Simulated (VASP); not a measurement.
ZnO: relaxation of shape and atoms at fixed volume with PBE

The system is ZnO.

```
CELL_PARAMETERS angstrom
3.14269 0.00000 0.00000
-1.57134 2.72165 0.00000
0.00000 0.00000 5.07250
ATOMIC_POSITIONS crystal
Zn 0.33333 0.66667 0.49997
Zn 0.66667 0.33333 0.99997
O 0.66667 0.33333 0.37904
O 0.33333 0.66667 0.87904
```

* Program: VASP 6.6.1
* Task: relaxation of shape and atoms at fixed volume
* Functional: PBE
* Potentials or basis: VASP PAW PBE potentials, release 64 (Zn, O)
* Cutoff: 600 eV
* k mesh: 12 × 12 × 6
* Occupations: gaussian, width 0.02 eV
* Spin: no spin polarisation
* Dipole correction: no
* Further INCAR settings: ALGO = Normal; EDIFF = 1e-06; IBRION = 2; EDIFFG = -0.01; NSW = 50; ISIF = 4

- Pressure after relaxing: 23.3 GPa
- Largest force after relaxing: 0.009 eV/Å
- Band gap on the k mesh: 0.91 eV

Forces in eV/Å, atoms in the order of the input:
```
Zn   0.000  0.000  0.009
Zn   0.000  0.000  0.009
O    0.000  0.000 -0.009
O    0.000  0.000 -0.009
```

Stress tensor (GPa, compression positive):
```
23.35  0.00  0.00
 0.00 23.35  0.00
 0.00  0.00 23.17
```

Final structure:
```xyz
4
Lattice="3.1427 0.0000 0.0000 -1.5713 2.7216 0.0000 0.0000 0.0000 5.0725" Properties=species:S:1:pos:R:3 pbc="T T T"
Zn    0.0000    1.8144    2.5361
Zn    1.5713    0.9072    5.0724
O     1.5713    0.9072    1.9227
O     0.0000    1.8144    4.4589
```

Levels at points of the mesh, in eV from the valence-band top:
| k point | band 14 | band 15 | band 16 | band 17 | band 18 | band 19 | band 20 | band 21 | band 22 |
| --- | --- | --- | --- | --- | --- | --- | --- | --- | --- |
| (0.00, 0.00, 0.00) | -0.90 | -0.90 | -0.12 | 0.00 | 0.00 | 0.91 | 5.57 | 8.49 | 13.38 |
| (0.50, 0.00, 0.00) | -3.84 | -3.10 | -2.58 | -1.45 | -0.96 | 6.17 | 6.97 | 7.66 | 9.14 |
| (0.00, 0.00, 0.50) | -2.32 | -0.45 | -0.45 | -0.45 | -0.45 | 3.66 | 3.66 | 10.42 | 10.42 |
| (0.50, 0.00, 0.50) | -3.95 | -1.71 | -1.71 | -1.56 | -1.56 | 5.84 | 5.84 | 8.96 | 8.96 |

Run time: 2.3 min on 1 thread of AMD EPYC 7R13, with other jobs on the host, peak memory 0.19 GiB.

Caveat: the relaxation stopped at its first step, so nothing moved.
